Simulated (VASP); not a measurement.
# Si: relaxation of the atoms with PBE

The system is Si, a slab with vacuum.

```xyz
5
Lattice="2.7375 0.0000 0.0000 -1.3688 2.3707 0.0000 0.0000 0.0000 24.9407" Properties=species:S:1:pos:R:3 pbc="T T T"
Si    2.0531    0.3951    8.0000
Si   -0.6844    1.9756   10.2352
Si    0.6844    1.1854   12.4703
Si    2.0531    0.3951   14.7055
Si   -0.6844    1.9756   16.9407
```

| Quantity | Value |
| --- | --- |
| Program | VASP 6.6.1 |
| Task | relaxation of the atoms |
| Functional | PBE |
| Potentials or basis | VASP PAW PBE potentials, release 64 (Si) |
| Cutoff | 520 eV |
| k mesh | 14 × 14 × 1 |
| Occupations | fermi-dirac, width 0.05 eV |
| Spin | no spin polarisation |
| Dipole correction | yes |
| Further INCAR settings | ALGO = Normal; EDIFF = 1e-07; IBRION = 2; EDIFFG = -0.01; NSW = 60 |

The energy gained by relaxing is 7.5 meV/atom and the ionic steps are 12.

Forces in eV/Å, atoms in the order of the input:
```
Si   0.000  0.000 -0.001
Si   0.000  0.000 -0.002
Si   0.000  0.000  0.000
Si   0.000  0.000  0.002
Si   0.000  0.000  0.001
```

The path:
| step | energy change (eV) | largest force (eV/Å) | pressure (GPa) |
| --- | --- | --- | --- |
| 1 | 0.0000 | 0.2249 | -0.89 |
| 2 | -0.0061 | 0.1811 | -0.79 |
| 3 | -0.0134 | 0.0642 | -0.54 |
| 4 | -0.0135 | 0.0762 | -0.50 |
| 5 | -0.0148 | 0.0776 | -0.47 |
| 6 | -0.0190 | 0.0777 | -0.36 |
| 7 | -0.0281 | 0.0774 | -0.16 |
| 8 | -0.0371 | 0.0270 | 0.25 |
| 9 | -0.0372 | 0.0183 | 0.20 |
| 10 | -0.0372 | 0.0175 | 0.21 |
| 11 | -0.0370 | 0.0372 | 0.30 |
| 12 | -0.0373 | 0.0022 | 0.24 |

Final structure:
```cif
data_structure
_symmetry_space_group_name_H-M 'P 1'
_symmetry_Int_Tables_number 1
_cell_length_a 2.7375
_cell_length_b 2.7375
_cell_length_c 24.9407
_cell_angle_alpha 90.000
_cell_angle_beta 90.000
_cell_angle_gamma 120.000
_cell_volume 161.86
loop_
_atom_site_label
_atom_site_type_symbol
_atom_site_fract_x
_atom_site_fract_y
_atom_site_fract_z
_atom_site_occupancy
Si1 Si 0.83333 0.16667 0.32740 1
Si2 Si 0.16667 0.83333 0.41307 1
Si3 Si 0.50000 0.50000 0.50000 1
Si4 Si 0.83333 0.16667 0.58693 1
Si5 Si 0.16667 0.83333 0.67260 1
```

Levels at points of the mesh, in eV from the Fermi level:
| k point | band 6 | band 7 | band 8 | band 9 | band 10 | band 11 | band 12 | band 13 | band 14 |
| --- | --- | --- | --- | --- | --- | --- | --- | --- | --- |
| (0.00, 0.00, 0.00) | -5.68 | -2.88 | 0.11 | 2.67 | 3.93 | 4.31 | 5.54 | 5.78 | 7.97 |
| (0.50, 0.00, 0.00) | -5.86 | -4.32 | -4.15 | -2.25 | -2.03 | 0.16 | 0.62 | 2.60 | 3.11 |

Wall time 4.8 min on 1 thread of Intel(R) Xeon(R) Platinum 8488C (Sapphire Rapids), on a shared host, peak memory 0.27 GiB.

Caveat: the bands computed are all filled at some k points, so no gap is given.
